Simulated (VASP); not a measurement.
A run of VASP 6.6.1 is set up as follows.

File INCAR:

```
PREC = Accurate
ENCUT = 600
EDIFF = 1E-6
ISMEAR = 0
SIGMA = 0.01
LREAL = F
LASPH = T
NELM = 120
ALGO = Normal
ISIF = 2
LWAVE = F
LCHARG = F
GGA = PE
NBANDS = 11
GGA_COMPAT = F
```

The input KPOINTS:

```
regular mesh
0
Gamma
  12 12 12
```

POSCAR

```
C
1.0
    0.0000000000      1.7834000000      1.7834000000
    1.7834000000      0.0000000000      1.7834000000
    1.7834000000      1.7834000000      0.0000000000
C
2
Direct
    0.5000000000      0.5000000000      0.5000000000
    0.7500000000      0.7500000000      0.7500000000
```

Potentials or basis: VASP PAW PBE potentials, release 64 (C).

Run with:

```sh
$ cat potpaw_PBE.64/C/POTCAR > POTCAR
$ mpirun -np 1 vasp_std > vasp.out
```

What does it give for the band gap on the k mesh?

4.15 eV (least direct gap 5.59 eV).

Predict the pressure.

1.8 GPa.

A k mesh can miss the band edges. Expect the measured gap to be larger: semilocal functionals such as PBE lack the derivative discontinuity.
